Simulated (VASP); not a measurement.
**Zr3SnSe: single point with PBE**

Zr3SnSe:

```
CELL_PARAMETERS angstrom
3.19247 -3.23366 0.00000
3.19247 3.23366 0.00000
0.00000 0.00000 4.53640
ATOMIC_POSITIONS crystal
Zr 0.50000 0.50000 0.50000
Zr 0.50000 0.00000 0.00000
Zr 0.00000 0.50000 0.00000
Sn 0.50000 0.50000 0.00000
Se 0.00000 0.00000 0.50000
```

The cell was built from a structure type or drawn by symmetry, and may not be a known phase.

```json
{
  "Program": "VASP 6.6.1",
  "Task": "single point",
  "Functional": "PBE",
  "Potentials or basis": "VASP PAW PBE potentials, release 64 (Zr_sv, Sn_d, Se)",
  "Cutoff": "520 eV",
  "k mesh": "4 × 4 × 4",
  "Occupations": "gaussian, width 0.1 eV",
  "Spin": "no spin polarisation"
}
```

```
Pressure               : 73.7 GPa
Band gap on the k mesh : zero (bands 28 and 29 overlap by 0.32 eV)
```

Stress tensor (GPa, compression positive):
```
72.47  0.00  0.00
 0.00 74.45  0.00
 0.00  0.00 74.30
```

Levels at points of the mesh, in eV from the Fermi level:
```
           k point  band 26  band 27  band 28  band 29  band 30  band 31
(0.00, 0.00, 0.00)    -2.20    -2.19    -1.32     1.52     1.55     1.56
(0.50, 0.00, 0.00)    -1.79    -0.70    -0.17     0.27     0.60     0.63
(0.50, 0.50, 0.00)    -0.23    -0.21     0.08     0.24     0.67     1.33
(0.00, 0.00, 0.50)    -1.79    -0.70    -0.18     0.29     0.56     0.59
(0.50, 0.00, 0.50)    -0.22    -0.22     0.15     0.17     0.68     1.34
(0.50, 0.50, 0.50)    -0.27    -0.22    -0.19    -0.17    -0.14    -0.09
```

It took 73 s on 1 thread of Intel(R) Xeon(R) 6975P-C (Granite Rapids), with other jobs on the host, peak memory 0.24 GiB.

Caveat: the cell stands under pressure; spin-orbit coupling is left out, which moves the levels of the heavy elements.
